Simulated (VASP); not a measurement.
Here is a VASP 6.6.1 calculation.

Contents of INCAR:

```
  PREC = Accurate
  ENCUT = 520
  EDIFF = 1E-6
  ISMEAR = 0
  SIGMA = 0.1
  LREAL = F
  LASPH = T
  NELM = 60
  ALGO = Normal
  ISIF = 2
  LWAVE = F
  LCHARG = F
  LDIPOL = T
  IDIPOL = 3
  DIPOL = 0.5 0.5 0.314
  GGA = PE
  NBANDS = 37
```

Contents of KPOINTS:

```
Automatic mesh
0
Gamma
  9 9 1
```

File POSCAR:

```
V4O
1.0
    2.9971751491      0.0000000000      0.0000000000
    0.0000000000      2.9971751491      0.0000000000
    0.0000000000      0.0000000000     21.3333819395
V O
4 1
Direct
    0.5000000000      0.5000000000      0.1874995728
    0.0000000000      0.0000000000      0.2577457053
    0.5000000000      0.5000000000      0.3267158760
    0.0000000000      0.0000000000      0.3906263884
    0.5000000000      0.5000000000      0.4089075968
```

Potentials or basis: VASP PAW PBE potentials, release 64 (V_sv, O).

Run with:

```sh
$ cat potpaw_PBE.64/V_sv/POTCAR potpaw_PBE.64/O/POTCAR > POTCAR
$ mpirun -np 1 vasp_std > vasp.out
```

**Question.** Estimate the largest force.

**Answer.** 6.962 eV/Å.

**Question.** Predict the band gap on the k mesh.

**Answer.** Zero (band 29 reaches 0.96 eV, above the bottom of band 30 at 0.89 eV).

Forces on the atoms (eV/Å):
```
V    0.000  0.000  0.925
V    0.000  0.000 -1.062
V    0.000  0.000 -6.962
V    0.000  0.000  2.550
O    0.000  0.000  4.549
```

Caveat: the run has no spin polarisation, though such a crystal can be magnetic. With open d or f shells a metallic result of PBE can be an artefact of self-interaction; +U or a hybrid may open a gap.
